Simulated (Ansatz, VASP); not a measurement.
**Two plane-wave programs on CaO**

The input POSCAR:

```
CaO
1.0
    0.0000000000      2.3975501188      2.3975501188
    2.3975501188      0.0000000000      2.3975501188
    2.3975501188      2.3975501188      0.0000000000
Ca O
1 1
Direct
    0.0000000000      0.0000000000      0.0000000000
    0.5000000000      0.5000000000      0.5000000000
```

The input INCAR.step1:

```
ALGO = Normal
EDIFF = 1E-5
ENCUT = 520
GGA = PE
ISIF = 2
ISMEAR = 0
LASPH = T
LCHARG = F
LREAL = F
LWAVE = T
NBANDS = 15
NELM = 100
PREC = Accurate
SIGMA = 0.01
```

File INCAR.step2:

```
ALGO = Normal
EDIFF = 1E-6
ENCUT = 520
GGA = PE
HFSCREEN = 0.2079
ISIF = 2
ISMEAR = 0
ISTART = 1
LASPH = T
LCHARG = F
LHFCALC = T
LREAL = F
LWAVE = F
NBANDS = 15
NELM = 100
PREC = Accurate
PRECFOCK = Normal
SIGMA = 0.01
```

File KPOINTS:

```
k-points
0
Gamma
  4 4 4
```

Input for Ansatz:

```yaml
crystal:
  lattice:
    - [0.0, 2.3975501188, 2.3975501188]
    - [2.3975501188, 0.0, 2.3975501188]
    - [2.3975501188, 2.3975501188, 0.0]
  atoms:
    - { symbol: Ca, position: [0.0, 0.0, 0.0] }
    - { symbol: O, position: [0.5, 0.5, 0.5] }
kpoints:
  mp_grid: { grid: [4, 4, 4] }
hamiltonian:
  xc: hse06
scf:
  occupations: { method: fixed }
  n_extra_bands: 4
output:
  forces: true
  stress: true
  eigenvalues: true
```

Alike in both runs: task single point; functional HSE06; k mesh 4 × 4 × 4; no spin polarisation.

```csv
,VASP,Ansatz
version,VASP 6.6.1,Ansatz 0.2.0
potentials or method,"VASP PAW PBE potentials, release 64 (Ca_sv, O)","plane waves, PAW"
plane-wave cutoff (eV),520,420
occupations,"gaussian, width 0.01 eV",fixed
valence electrons in the cell,16,16
```

Ansatz gave:

```
gap on the k mesh at the Fermi level (eV) : 5.31
pressure (GPa)                            : 0.2
```

Task: What did VASP give for the same quantities?

Result: gap on the k mesh at the Fermi level (eV): 5.29; pressure (GPa): 1.0.

Ansatz's warnings: stress exchange threshold loose, stress scf threshold loose.

The k mesh is coarse, so the values compare programs but aren't converged.
